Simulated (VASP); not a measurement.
**B5W: relaxation of cell and atoms with PBE**

B5W:

```
B W
1.0
     3.79731    0.00000    0.00000
    -1.89865    3.28857    0.00000
     0.00000    0.00000    4.86334
B W
5 1
Cartesian
  1.6502 0.0000 0.0000
  -0.8251 1.4291 0.0000
  1.0736 1.8595 0.0000
  0.0000 0.0000 3.0654
  0.0000 0.0000 1.7979
  0.0000 0.0000 0.0000
```

The cell was generated, and may not be a known phase.

```yaml
Program: VASP 6.6.1
Task: relaxation of cell and atoms
Functional: PBE
Potentials_or_basis: VASP PAW PBE potentials, release 64 (B, W_sv)
Cutoff: 600 eV
k_mesh: 6 × 6 × 4
Occupations: gaussian, width 0.1 eV
Spin: no spin polarisation
Dipole_correction: no
Further_INCAR_settings: ALGO = Normal; EDIFF = 1e-06; IBRION = 2; EDIFFG = -0.04; NSW = 90; ISIF = 3
```

```
Relaxed volume                        : 15.64 Å³/atom
Relaxed cell                          : a = 4.314 Å, b = 4.314 Å, c = 5.823 Å, α = 90.00°, β = 90.00°, γ = 120.00°
Space group after relaxing (to 0.1 Å) : P6/mmm (No. 191)
Energy gained by relaxing             : 2457.5 meV/atom
Ionic steps                           : 19
Pressure after relaxing               : 0.0 GPa
Largest force after relaxing          : 0.008 eV/Å
Band gap on the k mesh                : zero (an odd number of electrons rules out a gap without spin polarisation)
```

Forces on the atoms (eV/Å):
```
B    0.006  0.000  0.000
B   -0.003  0.005  0.000
B   -0.003 -0.005  0.000
B    0.000  0.000 -0.008
B    0.000  0.000  0.008
W    0.000  0.000  0.000
```

Stress tensor (GPa, compression positive):
```
 0.03  0.00  0.00
 0.00  0.03  0.00
 0.00  0.00 -0.12
```

Step by step:
| step | energy change (eV) | largest force (eV/Å) | pressure (GPa) | volume (Å³) |
| --- | --- | --- | --- | --- |
| 1 | 0.0000 | 15.9204 | 131.27 | 60.73 |
| 2 | -2.9921 | 5.2040 | 4.60 | 166.68 |
| 3 | -3.7063 | 5.8710 | 4.31 | 156.77 |
| 4 | -4.5419 | 6.6923 | 4.20 | 146.61 |
| 5 | -10.2030 | 10.8261 | 11.37 | 97.45 |
| 6 | -11.2344 | 11.1173 | 37.46 | 77.65 |
| 7 | -11.2191 | 11.4015 | 24.10 | 84.87 |
| 8 | -9.1036 | 9.1416 | -16.04 | 133.11 |
| 9 | -14.0828 | 2.2327 | -6.37 | 101.43 |
| 10 | -14.1733 | 2.3612 | -3.95 | 99.07 |
| 11 | -14.1881 | 2.4408 | -2.29 | 97.64 |
| 12 | -14.6749 | 0.9066 | 0.48 | 93.60 |
| 13 | -14.7168 | 0.3970 | 2.38 | 92.03 |
| 14 | -14.7171 | 0.3638 | 2.22 | 92.14 |
| 15 | -14.7422 | 0.2305 | -0.36 | 94.13 |
| 16 | -14.7444 | 0.1129 | 0.20 | 93.68 |
| 17 | -14.7444 | 0.1223 | 0.16 | 93.71 |
| 18 | -14.7445 | 0.0943 | -0.16 | 93.94 |
| 19 | -14.7447 | 0.0080 | -0.02 | 93.83 |

Final structure:
```
CELL_PARAMETERS angstrom
4.31356 0.00000 0.00000
-2.15678 3.73565 0.00000
0.00000 0.00000 5.82301
ATOMIC_POSITIONS crystal
B 0.49993 0.00000 0.00000
B 0.00000 0.49993 0.00000
B 0.50007 0.50007 0.00000
B 0.00000 0.00000 0.64187
B 0.00000 0.00000 0.35813
W 0.00000 0.00000 0.00000
```

Levels at points of the mesh, in eV from the Fermi level:
| k point | band 12 | band 13 | band 14 | band 15 | band 16 | band 17 | band 18 |
| --- | --- | --- | --- | --- | --- | --- | --- |
| (0.00, 0.00, 0.00) | -1.41 | -1.41 | -0.34 | -0.34 | 1.21 | 1.22 | 1.22 |
| (0.50, 0.00, 0.00) | -2.73 | -2.61 | -1.13 | -0.55 | 0.82 | 2.04 | 3.03 |
| (0.00, 0.00, 0.50) | -1.23 | -1.23 | -1.17 | -1.17 | 2.35 | 3.26 | 3.26 |
| (0.50, 0.00, 0.50) | -2.73 | -1.87 | -0.71 | 1.46 | 2.40 | 2.76 | 3.03 |

It took 3.2 min on 1 thread of Intel(R) Xeon(R) Platinum 8559C (Emerald Rapids) (shared host), peak memory 0.2 GiB.

Caveat: the volume moved by over 15 % at a fixed basis, so the end points are rough; spin-orbit coupling is left out, which moves the levels of the heavy elements; an odd number of electrons without spin polarisation forces a metal; a magnetic or distorted state may lie lower.
